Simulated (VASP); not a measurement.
A run of VASP 6.6.1 is set up as follows.

File INCAR:

```
SYSTEM = BN
PREC = Accurate
ENCUT = 600
EDIFF = 1E-6
ISMEAR = 0
SIGMA = 0.05
LREAL = .FALSE.
LASPH = .TRUE.
NELM = 120
ALGO = Normal
ISIF = 2
LWAVE = .FALSE.
LCHARG = .TRUE.
GGA = PE
LELF = .TRUE.
LVHAR = .TRUE.
NBANDS = 11
GGA_COMPAT = .FALSE.
```

KPOINTS

```
Automatic mesh
0
G
  12 12 12
  0 0 0
```

File POSCAR:

```
BN
1.0
    0.0000000000      1.9353981635      1.9353981635
    1.9353981635      0.0000000000      1.9353981635
    1.7888240092      1.7888240092      0.1465741542
B N
1 1
Direct
    0.0000000000      0.0000000000      0.0000000000
    0.7500000000      0.7500000000      0.7500000000
```

Potentials or basis: VASP PAW PBE potentials, release 64 (B, N).

Command:

```console
$ cat potpaw_PBE.64/B/POTCAR potpaw_PBE.64/N/POTCAR > POTCAR
$ mpirun -np 1 vasp_std > vasp.out
```

Problem. Predict the band gap on the k mesh.

Solution. 4.07 eV, indirect (least direct gap 7.16 eV).

Problem. Predict the pressure.

Solution. -18.4 GPa.

Forces in eV/Å, atoms in the order of the input:
```
B   -0.265 -0.265  0.265
N    0.265  0.265 -0.265
```

A k mesh can miss the band edges. As with any semilocal functional, this PBE gap is likely too small.
